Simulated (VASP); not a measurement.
## Mo: relaxation of shape and atoms at fixed volume with PBEsol

The system is Mo.

```
Mo
1.0
     2.73551    0.00000    0.00000
    -1.36776    2.36902    0.00000
     0.00000    0.00000    2.55518
Mo
1
Direct
  0.00000 0.00000 0.50000
```

```yaml
Program: VASP 6.6.1
Task: relaxation of shape and atoms at fixed volume
Functional: PBEsol
Potentials_or_basis: VASP PAW PBE potentials, release 64 (Mo_sv)
Cutoff: 600 eV
k_mesh: 11 × 11 × 11
Occupations: fermi-dirac, width 0.15 eV
Spin: no spin polarisation
Dipole_correction: no
Further_INCAR_settings: ALGO = Normal; EDIFF = 1e-07; IBRION = 2; EDIFFG = -0.01; NSW = 80; ISIF = 4
```

The energy gained by relaxing is 14.5 meV/atom, the ionic steps are 3 and the pressure after relaxing is -3.8 GPa. The band gap on the k mesh is zero (band 7 reaches 12.14 eV, above the bottom of band 8 at 10.46 eV).

The path:
| step | energy change (eV) | largest force (eV/Å) | pressure (GPa) | volume (Å³) |
| --- | --- | --- | --- | --- |
| 1 | 0.0000 | 0.0000 | -3.82 | 16.56 |
| 2 | -0.0091 | 0.0000 | -3.34 | 16.56 |
| 3 | -0.0145 | 0.0000 | -3.84 | 16.56 |

Final structure:
```cif
data_structure
_symmetry_space_group_name_H-M 'P 1'
_symmetry_Int_Tables_number 1
_cell_length_a 2.7688
_cell_length_b 2.7688
_cell_length_c 2.4941
_cell_angle_alpha 90.000
_cell_angle_beta 90.000
_cell_angle_gamma 120.000
_cell_volume 16.56
loop_
_atom_site_label
_atom_site_type_symbol
_atom_site_fract_x
_atom_site_fract_y
_atom_site_fract_z
_atom_site_occupancy
Mo1 Mo 0.00000 0.00000 0.50000 1
```

Levels at points of the mesh, in eV from the Fermi level:
| k point | band 4 | band 5 | band 6 | band 7 | band 8 | band 9 | band 10 | band 11 |
| --- | --- | --- | --- | --- | --- | --- | --- | --- |
| (0.00, 0.00, 0.00) | -34.00 | -6.78 | -4.38 | -0.93 | -0.93 | 4.30 | 4.30 | 12.76 |

It took 30 s on 1 thread of Intel Xeon 8259CL, on a shared host, peak memory 0.15 GiB.

Caveat: the PAW data sets were made with another functional, which shifts forces and pressure a little.
